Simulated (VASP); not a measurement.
# Mg (Im-3m) in VASP: single point with PBE

Aim: the single point of Mg with PBE.

Program: VASP 6.6.1. These are calculated values, not measurements. Logs are shortened: lines on timing, memory, paths and dates and some standing lists are left out, and cuts for length are marked.

**1. The cell of the first run**

It takes space group Im-3m (No. 229, cubic). The conventional cell has a = 3.685 Å, b = 3.685 Å, c = 3.685 Å, α = 90.00°, β = 90.00°, γ = 90.00°. Within 4.2 Å of Mg (site symmetry m-3m) lie 14 Mg at 3.19 to 3.68 Å.

**2. Single point, PBE (Cd replaced by Mg, lengths x 0.987, strained)**

INCAR reads:

```
SYSTEM = Mg
PREC = Accurate ; ENCUT = 520
EDIFF = 1E-6 ; ISMEAR = 0
SIGMA = 0.1 ; LREAL = .False.
LASPH = .True. ; NELM = 100
ALGO = Normal ; ISIF = 2
LWAVE = .False. ; LCHARG = .False.
GGA = PE ; NBANDS = 7
```

KPOINTS reads:

```
Automatic mesh
0
Gamma
  16 16 16
  0 0 0
```

POSCAR reads:

```
Mg
1.0
   -1.8424540956      1.8424540956      1.8424540956
    1.8424540956     -1.8424540956      1.8424540956
    1.8424540956      1.8424540956     -1.8424540956
Mg
1
Direct
    0.0000000000      0.0000000000      0.0000000000
```

Potentials or basis: VASP PAW PBE potentials, release 64 (Mg).

Command:

```
$ cat potpaw_PBE.64/Mg/POTCAR > POTCAR
$ mpirun -np 1 vasp_std > vasp.out
```

OUTCAR:

```text
SYSTEM = Mg
   PREC = Accurate
   ENCUT = 520
   EDIFF = 1E-6
   ISMEAR = 0
   LREAL = .False.
   LASPH = .True.
   NELM = 100
   ISIF = 2
   GGA = PE

 ion  position               nearest neighbor table
   1  0.000  0.000  0.000-

  LATTYP: Found a body centered cubic cell.
 ALAT       =     3.6849081912

  Lattice vectors:

 A1 = (  -1.8424540956,   1.8424540956,   1.8424540956)
 A2 = (   1.8424540956,  -1.8424540956,   1.8424540956)
 A3 = (   1.8424540956,   1.8424540956,  -1.8424540956)

Analysis of symmetry for initial positions (statically):
=====================================================================
 Subroutine PRICEL returns:
 Original cell was already a primitive cell.

 Routine SETGRP: Setting up the symmetry group for a
 body centered cubic supercell.

 Subroutine GETGRP returns: Found 48 space group operations
 (whereof 48 operations were pure point group operations)
 out of a pool of 48 trial point group operations.

The static configuration has the point symmetry O_h .

Analysis of symmetry for dynamics (positions and initial velocities):
=====================================================================
 Subroutine PRICEL returns:
 Original cell was already a primitive cell.

 Routine SETGRP: Setting up the symmetry group for a
 body centered cubic supercell.

 Subroutine GETGRP returns: Found 48 space group operations
 (whereof 48 operations were pure point group operations)
 out of a pool of 48 trial point group operations.

The dynamic configuration has the point symmetry O_h .

 Subroutine INISYM returns: Found 48 space group operations
 (whereof 48 operations are pure point group operations),
 and found     1 'primitive' translations

----------------------------------------------------------------------------------------

                                     Primitive cell

  volume of cell :      25.0179

  direct lattice vectors                    reciprocal lattice vectors
    -1.842454096  1.842454096  1.842454096     0.000000000  0.271377182  0.271377182
     1.842454096 -1.842454096  1.842454096     0.271377182  0.000000000  0.271377182
     1.842454096  1.842454096 -1.842454096     0.271377182  0.271377182  0.000000000

  length of vectors
     3.191224104  3.191224104  3.191224104     0.383785291  0.383785291  0.383785291

  position of ions in fractional coordinates (direct lattice)
     0.000000000  0.000000000  0.000000000

  ion indices of the primitive-cell ions
   primitive index   ion index
[... 74 lines left out ...]
   LREAL  =      F    real-space projection
   EDIFFG = 0.1E-04   stopping-criterion for IOM
   NSW    =      0    number of steps for IOM
   IBRION =     -1    ionic relax: 0-MD 1-quasi-New 2-CG
   NFREE  =      0    steps in history (QN), initial steepest desc. (CG)
   ISIF   =      2    stress and relaxation
   ISYM   =      2    0-nonsym 1-usesym 2-fastsym
   POTIM  = 0.5000    time-step for ionic-motion
   TEBEG  =    0.0;   TEEND  =   0.0 temperature during run
   PSTRESS=    0.0 pullay stress
   NELECT =       2.0000    total number of electrons
   NUPDOWN=      -1.0000    fix difference up-down
   EMIN   =  10.00;   EMAX   =-10.00  energy-range for DOS
   EFERMI =   0.00;   METHOD = LEGACY
   ISMEAR =     0;   SIGMA  =   0.10  broadening in eV -4-tet -1-fermi 0-gaus
   EFERMI_NEDOS =   21; number of points for ismear=-14 and -15
   IALGO  =     38    algorithm
   IMIX   =      4    mixing-type and parameters
     AMIX     =   0.40;   BMIX     =  1.00
     AMIX_MAG =   1.60;   BMIX_MAG =  1.00
  volume/ion in A,a.u.               =      25.02       168.83
  Fermi-wavevector in a.u.,A,eV,Ry     =   0.705237  1.332704  6.766975  0.497359
  Thomas-Fermi vector in A             =   1.790694
   LORBIT       =      0    0 simple, 1 ext, 2 COOP (PROOUT), +10 PAW based schemes
   GGA     = PE    functional components
   LHFCALC =     F    Hartree Fock is set to
   AEXX    =    0.0000 exact exchange contribution
   IVDW    =     0    specifies the selected vdW correction
   LEPSILON=     F    determine dielectric tensor
   LRPA    =     F    only Hartree local field effects (RPA)
 non-spin polarized calculation
 Gauss-broadening in eV      SIGMA  =   0.10
  energy-cutoff  :      520.00
  volume of cell :       25.02
 maximum number of plane-waves:       691
   NGX = 11   NGY = 11   NGZ = 11

 number of electron       2.0000000 magnetization

 Free energy of the ion-electron system (eV)
  ---------------------------------------------------
  ext. energy  EPLUGINS =         0.00000000
  ---------------------------------------------------
  free energy    TOTEN  =        -1.45924101 eV

  energy without entropy =       -1.45683128  energy(sigma->0) =       -1.45803614

 E-fermi :   2.2344     XC(G=0):  -8.2326

 val. band max:        2.2169709107   @ k =  -0.3750  -0.3750   0.0625
 cond. band min:       2.2720302292   @ k =   0.3750   0.2500   0.0000
 fundamental gap:      0.0550593185
 Fermi energy:         2.2344032191

 k-point     1 :       0.0000    0.0000    0.0000
  band No.  band energies     occupation
      1      -4.3656      2.00000
      2      14.6651      0.00000
      3      14.6651      0.00000
      4      14.6651      0.00000
      5      16.2116      0.00000
      6      16.2116      0.00000
      7      16.2116      0.00000
[... 221 lines left out ...]
 k-point    24 :       0.2500    0.1875    0.0000
  band No.  band energies     occupation
      1      -1.2002      2.00000
      2       5.3520      0.00000
      3       6.7810      0.00000
      4      10.5997      0.00000
      5      14.4686      0.00000
      6      15.7719      0.00000
      7      18.3607      0.00000

 [... further k-points ...]

------------------------ aborting loop because EDIFF is reached ----------------------------------------

  FORCE on cell =-STRESS in cart. coord.  units (eV):
  Direction    XX          YY          ZZ          XY          YZ          ZX
  --------------------------------------------------------------------------------------
  -------------------------------------------------------------------------------------
  Total       -0.4112235     -0.4112235     -0.4112235      0.0000000      0.0000000      0.0000000
  in kB      -26.3353124    -26.3353124    -26.3353124      0.0000000      0.0000000      0.0000000
  external PRESSURE =     -26.3353124 kB  Pullay stress =       0.0000000 kB

 VOLUME and BASIS-vectors are now :
 -----------------------------------------------------------------------------
  energy-cutoff  :      520.00
  volume of cell :       25.02
      direct lattice vectors                 reciprocal lattice vectors
    -1.842454096  1.842454096  1.842454096     0.000000000  0.271377182  0.271377182
     1.842454096 -1.842454096  1.842454096     0.271377182  0.000000000  0.271377182
     1.842454096  1.842454096 -1.842454096     0.271377182  0.271377182  0.000000000

 POSITION                                       TOTAL-FORCE (eV/Angst)
 -----------------------------------------------------------------------------------
      0.00000      0.00000      0.00000         0.000000      0.000000      0.000000
 -----------------------------------------------------------------------------------
    total drift:                                0.000000      0.000000      0.000000

  FREE ENERGIE OF THE ION-ELECTRON SYSTEM (eV)
  ---------------------------------------------------
  free  energy   TOTEN  =        -1.4592410080 eV

  energy  without entropy=       -1.4568312761  energy(sigma->0) =       -1.45803614
```

stdout:

```text
POSCAR found type information on POSCAR Mg
 POSCAR found :  1 types and       1 ions
 scaLAPACK will be used
 LDA part: xc-table for (Slater+PW92), standard interpolation
 POSCAR, INCAR and KPOINTS ok, starting setup
 FFT: planning ... GRIDC
 FFT: planning ... GRID_SOFT
 FFT: planning ... GRID
 WAVECAR not read
 entering main loop
```

Run time: 6.3 s. Hardware: 1 thread of Intel Xeon Platinum 8375C at 2.90GHz (Ice Lake), shared host; peak memory 0.15 GiB.

Results:

- Free energy: -1.4592 eV
- Pressure: -2.6 GPa
- Band gap on the k mesh: zero (band 1 reaches 5.83 eV, above the bottom of band 2 at 1.28 eV)

Caveat: the cell differs from its parent crystal (Cd replaced by Mg, lengths x 0.987, strained).
